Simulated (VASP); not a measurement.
Set up this calculation in VASP 6.6.1, as the native input.

```
Task                   : single point
Functional             : PBE
Potentials or basis    : VASP PAW PBE potentials, release 64 (C)
Cutoff                 : 520 eV
k mesh                 : 12 × 12 × 1
Occupations            : gaussian, width 0.1 eV
Spin                   : no spin polarisation
Dipole correction      : yes
Further INCAR settings : ALGO = Normal; EDIFF = 1e-06; NBANDS = 11
```

The structure of C lies in POSCAR:

```
C
1.0
    2.4664109972     -0.0000002899      0.0000000000
   -1.2332052476      2.1359747247      0.0000000000
    0.0000000000      0.0000000000     23.9071048000
C
2
Direct
    0.3333333333      0.6666666667      0.3137149815
    0.6666666667      0.3333333333      0.3137135643
```

The cell was generated, and may not be a known phase.

These files were run (other wordings do the same):

INCAR

```
SYSTEM = C
ALGO = Normal
DIPOL = 0.5 0.5 0.314
EDIFF = 1E-6
ENCUT = 520
GGA = PE
IDIPOL = 3
ISIF = 2
ISMEAR = 0
LASPH = .TRUE.
LCHARG = .FALSE.
LDIPOL = .TRUE.
LREAL = .FALSE.
LWAVE = .FALSE.
NBANDS = 11
NELM = 100
PREC = Accurate
SIGMA = 0.1
```

KPOINTS

```
k-points
0
G
  12 12 1
  0 0 0
```

Potentials or basis: VASP PAW PBE potentials, release 64 (C).

Launch:

```bash
$ cat potpaw_PBE.64/C/POTCAR > POTCAR
$ mpirun -np 1 vasp_std > vasp.out
```

It gave:

The band gap on the k mesh is zero (filled and empty bands touch).

Run time: 18 s on 1 thread of Intel(R) Xeon(R) 6975P-C (Granite Rapids), on a shared host, peak memory 0.22 GiB.
